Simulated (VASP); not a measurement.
# MgCd2SO2 (I4/mmm) in VASP: notebook

Runs on MgCd2SO2. Level: PBE. Tasks: single point.

All numbers are computed with VASP 6.6.1; they aren't measurements. Logs are shortened: lines on timing, memory, paths and dates and some standing lists are left out, and cuts for length are marked.

**1. The cell of the first run**

Symmetry: I4/mmm, No. 139, tetragonal system. Conventional cell: a = 4.258 Å, b = 4.258 Å, c = 10.926 Å, α = 90.00°, β = 90.00°, γ = 90.00°. Within 2.6 Å of Mg (site symmetry 4/mmm) lie 2 O at 1.95 Å. Cd (site symmetry -4m2) has 4 O at 2.27 Å and 4 Cd at 3.01 Å within 3.1 Å. Within 4.0 Å of S (site symmetry 4/mmm) lie 4 Mg at 3.01 Å and 8 Cd at 3.46 Å and 10 O at 3.52 to 3.59 Å. O (site symmetry 4mm) has 1 Mg at 1.95 Å and 4 Cd at 2.27 Å within 2.6 Å.

The cell was built from a structure type or drawn by symmetry, and may not be a known phase.

**2. Single point, PBE**

File INCAR:

```
SYSTEM = MgCd2SO2
ALGO = Normal
EDIFF = 1E-7
ENCUT = 520
GGA = PE
ISIF = 2
ISMEAR = 0
LASPH = .TRUE.
LCHARG = .TRUE.
LELF = .TRUE.
LREAL = .FALSE.
LVHAR = .TRUE.
LWAVE = .FALSE.
NBANDS = 31
NELM = 80
PREC = Accurate
SIGMA = 0.1
```

File KPOINTS:

```
k-points
0
G
  4 4 4
  0 0 0
```

File POSCAR:

```
MgCd2SO2
1.0
   -2.1291549726      2.1291549726      5.4631669211
    2.1291549726     -2.1291549726      5.4631669211
    2.1291549726      2.1291549726     -5.4631669211
Mg Cd S O
1 2 1 2
Direct
    0.5000000000      0.5000000000      0.0000000000
    0.7500000000      0.2500000000      0.5000000000
    0.2500000000      0.7500000000      0.5000000000
    0.0000000000      0.0000000000      0.0000000000
    0.3217536966      0.3217536966      0.0000000000
    0.6782463034      0.6782463034      0.0000000000
```

Potentials or basis: VASP PAW PBE potentials, release 64 (Mg, Cd, S, O).

Command:

```bash
cat potpaw_PBE.64/Mg/POTCAR potpaw_PBE.64/Cd/POTCAR potpaw_PBE.64/S/POTCAR potpaw_PBE.64/O/POTCAR > POTCAR
mpirun -np 1 vasp_std > vasp.out
```

OUTCAR:

```text
SYSTEM = MgCd2SO2
   EDIFF = 1E-7
   ENCUT = 520
   GGA = PE
   ISIF = 2
   ISMEAR = 0
   LASPH = .TRUE.
   LREAL = .FALSE.
   NELM = 80
   PREC = Accurate

 ion  position               nearest neighbor table
   1  0.500  0.500  0.000-   5 1.95   6 1.95   4 3.01   4 3.01   4 3.01   4 3.01   3 3.46   3 3.46
                             2 3.46   2 3.46   3 3.46   2 3.46   3 3.46   2 3.46
   2  0.750  0.250  0.500-   5 2.27   6 2.27   5 2.27   6 2.27   3 3.01   3 3.01   3 3.01   3 3.01
                             1 3.46   1 3.46   1 3.46   1 3.46
   3  0.250  0.750  0.500-   5 2.27   6 2.27   5 2.27   6 2.27   2 3.01   2 3.01   2 3.01   2 3.01
                             1 3.46   1 3.46   1 3.46   1 3.46
   4  0.000  0.000  0.000-   1 3.01   1 3.01   1 3.01   1 3.01
   5  0.322  0.322  0.000-   1 1.95   2 2.27   3 2.27   3 2.27   2 2.27
   6  0.678  0.678  0.000-   1 1.95   2 2.27   3 2.27   2 2.27   3 2.27

  LATTYP: Found a body centered tetragonal cell.
 ALAT       =     4.2583099452
 C/A-ratio  =     2.5658850537

  Lattice vectors:

 A1 = (  -2.1291549726,   2.1291549726,   5.4631669211)
 A2 = (   2.1291549726,  -2.1291549726,   5.4631669211)
 A3 = (   2.1291549726,   2.1291549726,  -5.4631669211)

Analysis of symmetry for initial positions (statically):
=====================================================================
 Subroutine PRICEL returns:
 Original cell was already a primitive cell.

 Routine SETGRP: Setting up the symmetry group for a
 body centered tetragonal supercell.

 Subroutine GETGRP returns: Found 16 space group operations
 (whereof 16 operations were pure point group operations)
 out of a pool of 16 trial point group operations.

The static configuration has the point symmetry D_4h.

Analysis of symmetry for dynamics (positions and initial velocities):
=====================================================================
 Subroutine PRICEL returns:
 Original cell was already a primitive cell.

 Routine SETGRP: Setting up the symmetry group for a
 body centered tetragonal supercell.

 Subroutine GETGRP returns: Found 16 space group operations
 (whereof 16 operations were pure point group operations)
 out of a pool of 16 trial point group operations.

The dynamic configuration has the point symmetry D_4h.

 Subroutine INISYM returns: Found 16 space group operations
 (whereof 16 operations are pure point group operations),
 and found     1 'primitive' translations

----------------------------------------------------------------------------------------

                                     Primitive cell

  volume of cell :      99.0647

  direct lattice vectors                    reciprocal lattice vectors
    -2.129154973  2.129154973  5.463166921     0.000000000  0.234834949  0.091522007
     2.129154973 -2.129154973  5.463166921     0.234834949  0.000000000  0.091522007
     2.129154973  2.129154973 -5.463166921     0.234834949  0.234834949  0.000000000

  length of vectors
     6.238012071  6.238012071  6.238012071     0.252039146  0.252039146  0.332106770

  position of ions in fractional coordinates (direct lattice)
     0.500000000  0.500000000  0.000000000
     0.750000000  0.250000000  0.500000000
     0.250000000  0.750000000  0.500000000
     0.000000000  0.000000000  0.000000000
     0.321753697  0.321753697  0.000000000
     0.678246303  0.678246303  0.000000000

  ion indices of the primitive-cell ions
   primitive index   ion index
                 1           1
                 2           2
                 3           3
                 4           4
                 5           5
                 6           6

----------------------------------------------------------------------------------------

 KPOINTS: k-points

Automatic generation of k-mesh.
 Grid dimensions read from file:
 generate k-points for:    4    4    4

 Generating k-lattice:

  Cartesian coordinates                     Fractional coordinates (reciprocal lattice)
     0.000000000  0.058708737  0.022880502     0.250000000  0.000000000  0.000000000
     0.058708737  0.000000000  0.022880502     0.000000000  0.250000000  0.000000000
     0.058708737  0.058708737  0.000000000     0.000000000  0.000000000  0.250000000

  Length of vectors
     0.063009787  0.063009787  0.083026693

  Shift w.r.t. Gamma in fractional coordinates (k-lattice)
     0.000000000  0.000000000  0.000000000

 Subroutine IBZKPT returns following result:
 ===========================================

 Found     13 irreducible k-points:

 Following reciprocal coordinates:
            Coordinates               Weight
  0.000000  0.000000  0.000000      1.000000
  0.250000  0.000000 -0.000000      8.000000
  0.500000  0.000000 -0.000000      4.000000
  0.250000  0.250000 -0.000000      8.000000
  0.500000  0.250000 -0.000000     16.000000
 -0.250000  0.250000  0.000000      4.000000
  0.500000  0.500000 -0.000000      2.000000
  0.250000  0.250000  0.250000      2.000000
 -0.250000  0.250000  0.250000      4.000000
  0.500000  0.500000  0.250000      4.000000
 -0.250000  0.500000  0.250000      8.000000
 -0.250000 -0.250000  0.250000      2.000000
  0.500000  0.500000  0.500000      1.000000
   k-points           NKPTS =     13   k-points in BZ     NKDIM =     13   number of bands    NBANDS=     31
   number of dos      NEDOS =    301   number of ions     NIONS =      6
   total plane-waves  NPLWV = 110592
   dimension x,y,z NGX =    48 NGY =   48 NGZ =   48
   dimension x,y,z NGXF=    96 NGYF=   96 NGZF=   96
   ions per type =               1   2   1   2
   NGX,Y,Z   is equivalent  to a cutoff of  12.79, 12.79, 12.79 a.u.
   NGXF,Y,Z  is equivalent  to a cutoff of  25.58, 25.58, 25.58 a.u.
 SYSTEM =  MgCd2SO2
   PREC   = accura    normal or accurate (medium, high low for compatibility)
   ISTART =      0    job   : 0-new  1-cont  2-samecut
   ICHARG =      2    charge: 1-file 2-atom 10-const
   ISPIN  =      1    spin polarized calculation?
   LNONCOLLINEAR =      F non collinear calculations
   LSORBIT =      F    spin-orbit coupling
   LASPH  =      T    aspherical Exc in radial PAW
   ENCUT  =  520.0 eV  38.22 Ry    6.18 a.u.  11.60 11.60 11.60*2*pi/ulx,y,z
   NELM   =     80;   NELMIN=  2; NELMDL= -5     # of ELM steps
   EDIFF  = 0.1E-06   stopping-criterion for ELM
   LREAL  =      F    real-space projection
   EDIFFG = 0.1E-05   stopping-criterion for IOM
   NSW    =      0    number of steps for IOM
   IBRION =     -1    ionic relax: 0-MD 1-quasi-New 2-CG
   NFREE  =      0    steps in history (QN), initial steepest desc. (CG)
   ISIF   =      2    stress and relaxation
   ISYM   =      2    0-nonsym 1-usesym 2-fastsym
   POTIM  = 0.5000    time-step for ionic-motion
   TEBEG  =    0.0;   TEEND  =   0.0 temperature during run
   PSTRESS=    0.0 pullay stress
   NELECT =      44.0000    total number of electrons
   NUPDOWN=      -1.0000    fix difference up-down
   EMIN   =  10.00;   EMAX   =-10.00  energy-range for DOS
   EFERMI =   0.00;   METHOD = LEGACY
   ISMEAR =     0;   SIGMA  =   0.10  broadening in eV -4-tet -1-fermi 0-gaus
   EFERMI_NEDOS =   21; number of points for ismear=-14 and -15
   IALGO  =     38    algorithm
   IMIX   =      4    mixing-type and parameters
     AMIX     =   0.40;   BMIX     =  1.00
     AMIX_MAG =   1.60;   BMIX_MAG =  1.00
  volume/ion in A,a.u.               =      16.51       111.42
  Fermi-wavevector in a.u.,A,eV,Ry     =   1.249068  2.360396 21.227411  1.560171
  Thomas-Fermi vector in A             =   2.383126
   LORBIT       =      0    0 simple, 1 ext, 2 COOP (PROOUT), +10 PAW based schemes
   GGA     = PE    functional components
   LHFCALC =     F    Hartree Fock is set to
   AEXX    =    0.0000 exact exchange contribution
   IVDW    =     0    specifies the selected vdW correction
   LEPSILON=     F    determine dielectric tensor
   LRPA    =     F    only Hartree local field effects (RPA)
 non-spin polarized calculation
 Gauss-broadening in eV      SIGMA  =   0.10
  energy-cutoff  :      520.00
  volume of cell :       99.06
 maximum number of plane-waves:      2684
 NGX is ok and might be reduce to    48
   NGX = 23   NGY = 23   NGZ = 23

 number of electron      43.9999994 magnetization

 Free energy of the ion-electron system (eV)
  ---------------------------------------------------
  ext. energy  EPLUGINS =         0.00000000
  ---------------------------------------------------
  free energy    TOTEN  =       -23.54138650 eV

  energy without entropy =      -23.53958181  energy(sigma->0) =      -23.54048416

 E-fermi :   2.0121     XC(G=0): -10.1892

 val. band max:        1.8489849498   @ k =  -0.2500   0.2500   0.2500
 cond. band min:       2.0746800379   @ k =   0.0000   0.0000   0.0000
 fundamental gap:      0.2256950881
 Fermi energy:         2.0121348448

 k-point     1 :       0.0000    0.0000    0.0000
  band No.  band energies     occupation
      1     -15.8638      2.00000
      2     -15.5398      2.00000
      3      -8.4971      2.00000
      4      -6.1511      2.00000
      5      -5.9302      2.00000
      6      -5.9302      2.00000
[... 23 lines left out ...]
     30      12.0735      0.00000
     31      12.0735      0.00000

 k-point     2 :       0.2500    0.0000   -0.0000
  band No.  band energies     occupation
      1     -15.7675      2.00000
      2     -15.5340      2.00000
      3      -8.4403      2.00000
      4      -6.0690      2.00000
      5      -5.9952      2.00000
      6      -5.7671      2.00000
[... 23 lines left out ...]
     30      10.7108      0.00000
     31      11.3831      0.00000

 k-point     3 :       0.5000    0.0000   -0.0000
  band No.  band energies     occupation
      1     -15.6280      2.00000
      2     -15.5693      2.00000
      3      -8.3716      2.00000
      4      -5.7740      2.00000
      5      -5.7708      2.00000
      6      -5.6486      2.00000
[... 329 lines left out ...]
     30      12.1184      0.00000
     31      12.1185      0.00000

 k-point    13 :       0.5000    0.5000    0.5000
  band No.  band energies     occupation
      1     -15.8012      2.00000
      2     -15.6000      2.00000
      3      -8.5511      2.00000
      4      -6.1506      2.00000
      5      -5.9126      2.00000
      6      -5.9126      2.00000
[... 23 lines left out ...]
     30      10.7312      0.00000
     31      11.3586      0.00000

------------------------ aborting loop because EDIFF is reached ----------------------------------------

  FORCE on cell =-STRESS in cart. coord.  units (eV):
  Direction    XX          YY          ZZ          XY          YZ          ZX
  --------------------------------------------------------------------------------------
  -------------------------------------------------------------------------------------
  Total        0.6317810      0.6317810      0.3422846      0.0000000     -0.0000000      0.0000000
  in kB       10.2178174     10.2178174      5.5357818      0.0000000     -0.0000000      0.0000000
  external PRESSURE =       8.6571389 kB  Pullay stress =       0.0000000 kB

 VOLUME and BASIS-vectors are now :
 -----------------------------------------------------------------------------
  energy-cutoff  :      520.00
  volume of cell :       99.06
      direct lattice vectors                 reciprocal lattice vectors
    -2.129154973  2.129154973  5.463166921     0.000000000  0.234834949  0.091522007
     2.129154973 -2.129154973  5.463166921     0.234834949  0.000000000  0.091522007
     2.129154973  2.129154973 -5.463166921     0.234834949  0.234834949  0.000000000

 POSITION                                       TOTAL-FORCE (eV/Angst)
 -----------------------------------------------------------------------------------
      0.00000      0.00000      5.46317         0.000000      0.000000      0.000000
      0.00000      2.12915      2.73158         0.000000      0.000000      0.000000
      2.12915      0.00000      2.73158         0.000000      0.000000     -0.000000
      0.00000      0.00000      0.00000         0.000000      0.000000      0.000000
      0.00000      0.00000      3.51559        -0.000000     -0.000000      0.113243
      0.00000      0.00000      7.41075         0.000000      0.000000     -0.113243
 -----------------------------------------------------------------------------------
    total drift:                                0.000000      0.000000     -0.000000

  FREE ENERGIE OF THE ION-ELECTRON SYSTEM (eV)
  ---------------------------------------------------
  free  energy   TOTEN  =       -23.5413864997 eV

  energy  without entropy=      -23.5395818114  energy(sigma->0) =      -23.54048416
```

It took 56 s on 1 thread of Intel Xeon 6975P-C (Granite Rapids), shared host; peak memory 0.33 GiB.

Results:

```
Free energy            : -23.5414 eV
Pressure               : 0.9 GPa
Largest force          : 0.113 eV/Å
Band gap on the k mesh : 0.23 eV (least direct gap 0.38 eV)
```

Forces in eV/Å, atoms in the order of the input:
```
Mg   0.000  0.000  0.000
Cd   0.000  0.000  0.000
Cd   0.000  0.000  0.000
S    0.000  0.000  0.000
O    0.000  0.000  0.113
O    0.000  0.000 -0.113
```

A k mesh can miss the band edges.

[end of part 1 of 2]
